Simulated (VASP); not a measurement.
A run of VASP 6.6.1:

INCAR

```
SYSTEM = Ta2Tl
ALGO     = Fast           ! electronic algorithm
EDIFF    = 1E-7           ! SCF threshold, eV
ENCUT    = 520            ! plane-wave cutoff, eV
GGA      = PE             ! functional
ISIF     = 2              ! what is computed and relaxed
ISMEAR   = 0              ! smearing method
LASPH    = .TRUE.         ! aspherical terms in the spheres
LCHARG   = .TRUE.         ! write CHGCAR
LELF     = .TRUE.         ! ELF
LREAL    = .FALSE.        ! projectors in reciprocal space
LVHAR    = .TRUE.       
LWAVE    = .FALSE.        ! write WAVECAR
NBANDS   = 24             ! bands
NELM     = 60             ! most SCF steps
PREC     = Accurate       ! precision mode
SIGMA    = 0.1            ! smearing width, eV
```

File KPOINTS:

```
k-points
0
G
  12 12 16
  0 0 0
```

File POSCAR:

```
Ta2Tl
1.0
    4.8787163089      0.0000000000      0.0000000000
   -2.4393581545      4.2250922614      0.0000000000
    0.0000000000      0.0000000000      2.9120868724
Ta Tl
2 1
Direct
    0.3333333333      0.6666666667      0.5000000000
    0.6666666667      0.3333333333      0.5000000000
    0.0000000000      0.0000000000      0.0000000000
```

Potentials or basis: VASP PAW PBE potentials, release 64 (Ta_pv, Tl_d).

The run is started by

```console
$ cat potpaw_PBE.64/Ta_pv/POTCAR potpaw_PBE.64/Tl_d/POTCAR > POTCAR
$ mpirun -np 1 vasp_std > vasp.out
```

Hardware: 1 thread of Intel(R) Xeon(R) 6975P-C (Granite Rapids) (shared host).

**Question.** Estimate the wall time of this run.

**Answer.** Wall time 100 s on 1 thread of Intel(R) Xeon(R) 6975P-C (Granite Rapids), on a shared host, peak memory 0.35 GiB. Counts: scf iterations 16, k points 171.
